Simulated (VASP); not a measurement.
# Al2Cu in VASP: a series of runs

The runs below take Al2Cu through single point, with PBE.

All numbers are computed with VASP 6.6.1; they aren't measurements. Logs are shortened: lines on timing, memory, paths and dates and some standing lists are left out, and cuts for length are marked.

### 1 The cell of the first run

The typed cell holds 3 atoms: a = 6.043 Å, b = 6.042 Å, c = 2.771 Å, α = 76.77°, β = 76.72°, γ = 26.51°.

### 2 Single point, PBE

File INCAR:

```
SYSTEM = Al2Cu
PREC     = Accurate       ! precision mode
ENCUT    = 520            ! plane-wave cutoff, eV
EDIFF    = 1E-6           ! SCF threshold, eV
ISMEAR   = 0              ! smearing method
SIGMA    = 0.1            ! smearing width, eV
LREAL    = .False.        ! projectors in reciprocal space
LASPH    = .True.         ! aspherical terms in the spheres
NELM     = 80             ! most SCF steps
ALGO     = Fast           ! electronic algorithm
ISIF     = 2              ! what is computed and relaxed
LWAVE    = .False.        ! write WAVECAR
LCHARG   = .False.        ! write CHGCAR
GGA      = PE             ! functional
NBANDS   = 16             ! bands
```

File KPOINTS:

```
Automatic mesh
0
Gamma
  6 6 6
  0 0 0
```

File POSCAR:

```
Al2Cu
1.0
    0.0000000000      1.9608538303      5.7162562696
    1.9574113268      0.0000000000      5.7162562696
    1.9574113268      1.9608538303      0.0000000000
Al Cu
2 1
Direct
    0.6576476736      0.6576476736      0.3423523264
    0.3423523264      0.3423523264      0.6576476736
    0.0000000000      0.0000000000      0.0000000000
```

Potentials or basis: VASP PAW PBE potentials, release 64 (Al, Cu).

Launch:

```console
> cat potpaw_PBE.64/Al/POTCAR potpaw_PBE.64/Cu/POTCAR > POTCAR
> mpirun -np 1 vasp_std > vasp.out
```

OUTCAR:

```text
SYSTEM = Al2Cu
   PREC = Accurate
   ENCUT = 520
   EDIFF = 1E-6
   ISMEAR = 0
   LREAL = .False.
   LASPH = .True.
   NELM = 80
   ISIF = 2
   GGA = PE

 ion  position               nearest neighbor table
   1  0.658  0.658  0.342-   3 2.66   3 2.66   3 2.66   3 2.66   2 2.88   2 2.88   2 2.88   2 2.88

   2  0.342  0.342  0.658-   3 2.66   3 2.66   3 2.66   3 2.66   1 2.88   1 2.88   1 2.88   1 2.88

   3  0.000  0.000  0.000-   1 2.66   1 2.66   2 2.66   2 2.66   2 2.66   1 2.66   1 2.66   2 2.66

  LATTYP: Found a face centered orthorhombic cell.
 ALAT       =     3.9148226536
 B/A-ratio  =     1.0017587021
 C/A-ratio  =     2.9203142903

  Lattice vectors:

 A1 = (   0.0000000000,   1.9608538303,   5.7162562696)
 A2 = (   1.9574113268,   0.0000000000,   5.7162562696)
 A3 = (   1.9574113268,   1.9608538303,   0.0000000000)

Analysis of symmetry for initial positions (statically):
=====================================================================
 Subroutine PRICEL returns:
 Original cell was already a primitive cell.

 Routine SETGRP: Setting up the symmetry group for a
 face centered orthorhombic supercell.

 Subroutine GETGRP returns: Found  8 space group operations
 (whereof  8 operations were pure point group operations)
 out of a pool of  8 trial point group operations.

The static configuration has the point symmetry D_2h.

Analysis of symmetry for dynamics (positions and initial velocities):
=====================================================================
 Subroutine PRICEL returns:
 Original cell was already a primitive cell.

 Routine SETGRP: Setting up the symmetry group for a
 face centered orthorhombic supercell.

 Subroutine GETGRP returns: Found  8 space group operations
 (whereof  8 operations were pure point group operations)
 out of a pool of  8 trial point group operations.

The dynamic configuration has the point symmetry D_2h.

 Subroutine INISYM returns: Found  8 space group operations
 (whereof  8 operations are pure point group operations),
 and found     1 'primitive' translations

----------------------------------------------------------------------------------------

                                     Primitive cell

  volume of cell :      43.8802
[... 82 lines left out ...]
   PREC   = accura    normal or accurate (medium, high low for compatibility)
   ISTART =      0    job   : 0-new  1-cont  2-samecut
   ICHARG =      2    charge: 1-file 2-atom 10-const
   ISPIN  =      1    spin polarized calculation?
   LNONCOLLINEAR =      F non collinear calculations
   LSORBIT =      F    spin-orbit coupling
   LASPH  =      T    aspherical Exc in radial PAW
   ENCUT  =  520.0 eV  38.22 Ry    6.18 a.u.  11.24 11.23  5.15*2*pi/ulx,y,z
   NELM   =     80;   NELMIN=  2; NELMDL= -5     # of ELM steps
   EDIFF  = 0.1E-05   stopping-criterion for ELM
   LREAL  =      F    real-space projection
[... 7 lines left out ...]
   TEBEG  =    0.0;   TEEND  =   0.0 temperature during run
   PSTRESS=    0.0 pullay stress
   NELECT =      17.0000    total number of electrons
   NUPDOWN=      -1.0000    fix difference up-down
   EMIN   =  10.00;   EMAX   =-10.00  energy-range for DOS
   EFERMI =   0.00;   METHOD = LEGACY
   ISMEAR =     0;   SIGMA  =   0.10  broadening in eV -4-tet -1-fermi 0-gaus
   EFERMI_NEDOS =   21; number of points for ismear=-14 and -15
   IALGO  =     68    algorithm
   IMIX   =      4    mixing-type and parameters
     AMIX     =   0.40;   BMIX     =  1.00
     AMIX_MAG =   1.60;   BMIX_MAG =  1.00
  volume/ion in A,a.u.               =      14.63        98.71
  Fermi-wavevector in a.u.,A,eV,Ry     =   1.193442  2.255279 19.378843  1.424305
  Thomas-Fermi vector in A             =   2.329457
   LORBIT       =      0    0 simple, 1 ext, 2 COOP (PROOUT), +10 PAW based schemes
   GGA     = PE    functional components
   LHFCALC =     F    Hartree Fock is set to
   AEXX    =    0.0000 exact exchange contribution
   IVDW    =     0    specifies the selected vdW correction
   LEPSILON=     F    determine dielectric tensor
   LRPA    =     F    only Hartree local field effects (RPA)
 non-spin polarized calculation
 RMM-DIIS sequential band-by-band and
 Gauss-broadening in eV      SIGMA  =   0.10
  energy-cutoff  :      520.00
  volume of cell :       43.88
 maximum number of plane-waves:      1209
 NGX is ok and might be reduce to    48
   NGX = 23   NGY = 23   NGZ = 11

 number of electron      16.9999993 magnetization

 Free energy of the ion-electron system (eV)
  ---------------------------------------------------
  ext. energy  EPLUGINS =         0.00000000
  ---------------------------------------------------
  free energy    TOTEN  =       -11.53565964 eV

  energy without entropy =      -11.53371393  energy(sigma->0) =      -11.53468678

 E-fermi :   8.1042     XC(G=0): -10.9550

 val. band max:        8.0282311212   @ k =   0.5000  -0.3333   0.1667
 cond. band min:       8.1983203184   @ k =   0.5000   0.1667   0.3333
 fundamental gap:      0.1700891972
 Fermi energy:         8.1042454975

 k-point     1 :       0.0000    0.0000    0.0000
  band No.  band energies     occupation
      1      -2.7583      2.00000
      2       1.5516      2.00000
      3       1.8179      2.00000
      4       3.9911      2.00000
      5       4.7509      2.00000
      6       4.8887      2.00000
[... 433 lines left out ...]
      3       4.0589      2.00000
      4       4.2097      2.00000
      5       4.6272      2.00000
      6       4.6703      2.00000
[... 8 lines left out ...]
     15      17.8005      0.00000
     16      21.8248      0.00000

 [... further k-points ...]

------------------------ aborting loop because EDIFF is reached ----------------------------------------

  FORCE on cell =-STRESS in cart. coord.  units (eV):
  Direction    XX          YY          ZZ          XY          YZ          ZX
  --------------------------------------------------------------------------------------
  -------------------------------------------------------------------------------------
  Total        0.1013703     -0.0009359      0.1621241     -0.0000000      0.0000000      0.0000000
  in kB        3.7012819     -0.0341733      5.9195567     -0.0000000      0.0000000      0.0000000
  external PRESSURE =       3.1955551 kB  Pullay stress =       0.0000000 kB

 VOLUME and BASIS-vectors are now :
 -----------------------------------------------------------------------------
  energy-cutoff  :      520.00
  volume of cell :       43.88
      direct lattice vectors                 reciprocal lattice vectors
     0.000000000  1.960853830  5.716256270    -0.255439413  0.254990960  0.087469836
     1.957411327  0.000000000  5.716256270     0.255439413 -0.254990960  0.087469836
     1.957411327  1.960853830  0.000000000     0.255439413  0.254990960 -0.087469836

 POSITION                                       TOTAL-FORCE (eV/Angst)
 -----------------------------------------------------------------------------------
      1.95741      1.96085      7.51857        -0.000000      0.000000     -0.009493
      1.95741      1.96085      3.91395        -0.000000      0.000000      0.009493
      0.00000      0.00000      0.00000         0.000000      0.000000     -0.000000
 -----------------------------------------------------------------------------------
    total drift:                               -0.000000      0.000000     -0.000000

  FREE ENERGIE OF THE ION-ELECTRON SYSTEM (eV)
  ---------------------------------------------------
  free  energy   TOTEN  =       -11.5356596449 eV

  energy  without entropy=      -11.5337139250  energy(sigma->0) =      -11.53468678
```

Wall time 57 s (1 thread of AMD EPYC 7R13 (Zen 3), shared host); peak memory 0.2 GiB.

What came out:

```yaml
Free_energy: -11.5357 eV
Pressure: 0.3 GPa
Largest_force: 0.009 eV/Å
Band_gap_on_the_k_mesh: zero (an odd number of electrons rules out a gap without spin polarisation)
```

Forces in eV/Å, atoms in the order of the input:
```
Al   0.000  0.000 -0.009
Al   0.000  0.000  0.009
Cu   0.000  0.000  0.000
```

Levels at points of the mesh, in eV from the Fermi level:
```csv
k point,band 5,band 6,band 7,band 8,band 9,band 10,band 11,band 12
"(0.00, 0.00, 0.00)",-3.35,-3.22,-3.21,-2.84,6.46,6.99,8.01,8.02
"(0.50, 0.00, 0.00)",-3.74,-3.29,-3.11,-2.78,-1.31,0.73,2.29,7.39
"(0.50, 0.50, 0.00)",-3.21,-3.21,-2.84,-1.50,1.24,7.00,7.15,7.16
"(0.50, 0.00, 0.50)",-2.49,-2.12,-0.64,-0.56,0.20,0.31,2.77,2.85
"(0.00, 0.50, 0.50)",-2.49,-2.09,-0.66,-0.59,0.16,0.34,2.73,2.88
```

Caveat: the k points lie up to 0.39 Å⁻¹ apart, too coarse for converged energies and pressures of a metal.

### 3 Single point, PBE

This run uses another cell than the first one, of 14.68 Å³/atom.

File INCAR:

```
SYSTEM = Al2Cu
ALGO = Fast ; EDIFF = 1E-6
ENCUT = 520 ; GGA = PE
ISIF = 2 ; ISMEAR = 0
LASPH = .TRUE. ; LCHARG = .TRUE.
LELF = .TRUE. ; LREAL = .FALSE.
LVHAR = .TRUE. ; LWAVE = .FALSE.
NBANDS = 16 ; NELM = 100
PREC = Accurate ; SIGMA = 0.1
```

File KPOINTS:

```
k-points
0
G
  24 24 24
  0 0 0
```

File POSCAR:

```
Al2Cu
1.0
   -1.3911270041      1.3911270041      5.6892324919
    1.3911270041     -1.3911270041      5.6892324919
    1.3911270041      1.3911270041     -5.6892324919
Al Cu
2 1
Direct
    0.6545715974      0.6545715974      0.0000000000
    0.3454284026      0.3454284026      0.0000000000
    0.0000000000      0.0000000000      0.0000000000
```

Potentials or basis: VASP PAW PBE potentials, release 64 (Al, Cu).

Launch:

```console
> cat potpaw_PBE.64/Al/POTCAR potpaw_PBE.64/Cu/POTCAR > POTCAR
> mpirun -np 1 vasp_std > vasp.out
```

It took 43 min on 1 thread of AMD EPYC 7R13 (Zen 3), shared host; peak memory 0.88 GiB.

It converged, with:

| Property | Result |
| --- | --- |
| Free energy | -11.4973 eV |
| Pressure | 0.4 GPa |
| Largest force | 0.020 eV/Å |
| Band gap on the k mesh | zero (an odd number of electrons rules out a gap without spin polarisation) |

Forces on the atoms (eV/Å):
```
Al   0.000  0.000  0.020
Al   0.000  0.000 -0.020
Cu   0.000  0.000  0.000
```

Levels at points of the mesh, in eV from the Fermi level:
| k point | band 4 | band 5 | band 6 | band 7 | band 8 | band 9 | band 10 | band 11 | band 12 | band 13 |
| --- | --- | --- | --- | --- | --- | --- | --- | --- | --- | --- |
| (0.00, 0.00, 0.00) | -4.27 | -3.48 | -3.40 | -3.40 | -3.02 | 6.43 | 6.87 | 7.87 | 7.87 | 8.22 |
| (0.50, 0.00, 0.00) | -4.07 | -3.91 | -3.47 | -3.30 | -2.89 | -1.50 | 0.57 | 2.22 | 7.31 | 8.19 |
| (0.50, 0.50, 0.00) | -3.64 | -2.66 | -2.27 | -0.88 | -0.69 | 0.07 | 0.19 | 2.48 | 2.72 | 2.87 |
| (0.50, 0.50, 0.50) | -4.28 | -3.40 | -3.40 | -3.02 | -1.53 | 1.16 | 6.87 | 6.89 | 6.89 | 9.47 |
